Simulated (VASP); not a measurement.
Runs of VASP 6.6.1 on InAs. The structure is that of space group Pm-3m (No. 221), or close to it. The cells are those of the table. 

```tsv
task	cell	k mesh	cutoff (eV)	gap on the mesh (eV)	pressure (GPa)
single point	a = 3.632 Å, 2 atoms	6 × 6 × 6	520	none	(a)
relaxation of cell and atoms	relaxed from a = 3.632 Å, 2 atoms	6 × 6 × 6	600	none	0.0
single point	a = 3.579 Å, 2 atoms	16 × 16 × 16	520	none	0.0
single point	a = 3.572 Å, 2 atoms	6 × 6 × 6	520	none	0.1
```

Alike in all rows: level PBE; potentials or basis VASP PAW PBE potentials, release 64 (In_d, As); no spin polarisation; smearing gaussian 0.1 eV.

Fill in the values left out.

(a) -2.2.

Caveats: spin-orbit coupling is left out, which moves the levels of the heavy elements.

A k mesh can miss the band edges, and the runs leave out spin-orbit coupling on As, In.

A gap of «none» marks levels without a gap at the run's occupations.
